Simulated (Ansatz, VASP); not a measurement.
## TiAl: VASP beside Ansatz

```xyz
2
Lattice="2.8270 0.0000 0.0000 0.0000 2.8270 0.0000 0.0000 0.0000 4.0706" Properties=species:S:1:pos:R:3 pbc="T T T"
Ti    1.4135    1.4135    2.0353
Al    0.0000    0.0000    0.0000
```

Alike in both runs: functional PBE; k mesh 12 × 12 × 10; occupations fermi-dirac, width 0.15 eV; no spin polarisation.

Ansatz relaxed the structure, and its values are those at the end. VASP's run is a single point on that final structure, the one shown.

|  | VASP | Ansatz |
| --- | --- | --- |
| version | VASP 6.6.1 | Ansatz 0.2.0 |
| potentials or method | VASP PAW PBE potentials, release 64 (Ti_sv, Al), cutoff 520 eV | scalar-relativistic, plane waves, PAW |
| valence electrons in the cell | 15 | 15 |

|  | VASP | Ansatz | Ansatz less VASP |
| --- | --- | --- | --- |
| gap on the k mesh at the Fermi level (eV) | none | none | - |
| pressure (GPa) | 0.0 | 0.0 | -0.04 |

A gap of «none» marks a metal or a gap that the smearing closes. The functional is the same, so the differences come from potentials, cutoffs and numerics.
